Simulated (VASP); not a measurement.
Input of a VASP 6.6.1 run:

POSCAR

```
Ni
1.0
    0.0000000000      2.5131022434      2.5131022434
    2.5131022434      0.0000000000      2.5131022434
    2.5131022434      2.5131022434      0.0000000000
Ni
2
Direct
    0.1250000000      0.1250000000      0.1250000000
    0.8750000000      0.8750000000      0.8750000000
```

File INCAR.step1:

```
PREC = Accurate ; ENCUT = 520
ISMEAR = -1 ; SIGMA = 0.1
LREAL = False ; LASPH = True
NELM = 150 ; ISPIN = 2
MAGMOM = 0.93 0.93 ; LMAXMIX = 4
NBANDS = 21 ; GGA = PE
ALGO = Normal ; EDIFF = 1E-4
LWAVE = True ; LCHARG = False
```

The input INCAR.step2:

```
PREC = Accurate ; ENCUT = 520
EDIFF = 1E-6 ; ISMEAR = -1
SIGMA = 0.1 ; LREAL = False
LASPH = True ; NELM = 150
ALGO = Normal ; ISIF = 2
LWAVE = False ; LCHARG = False
ISPIN = 2 ; MAGMOM = 0.93 0.93
LORBIT = 11 ; LMAXMIX = 4
METAGGA = R2SCAN ; LMIXTAU = True
NBANDS = 21 ; ISTART = 1
```

File KPOINTS:

```
regular mesh
0
Gamma
  6 6 6
```

Potentials or basis: VASP PAW PBE potentials, release 64 (Ni).

Command:

```console
$ cat potpaw_PBE.64/Ni/POTCAR > POTCAR
$ cp INCAR.step1 INCAR
$ mpirun -np 1 vasp_std > vasp.out
$ cp INCAR.step2 INCAR
$ mpirun -np 1 vasp_std > vasp.out
```

Question: Estimate the site moments.

Answer: Ni +0.83 μB.

Question: What does it give for the pressure?

Answer: 0.3 GPa.

Question: Estimate the net moment.

Answer: 1.64 μB per cell.

Caveat: the k points lie up to 0.36 Å⁻¹ apart; the PAW data sets were made with another functional, which shifts forces and pressure a little.
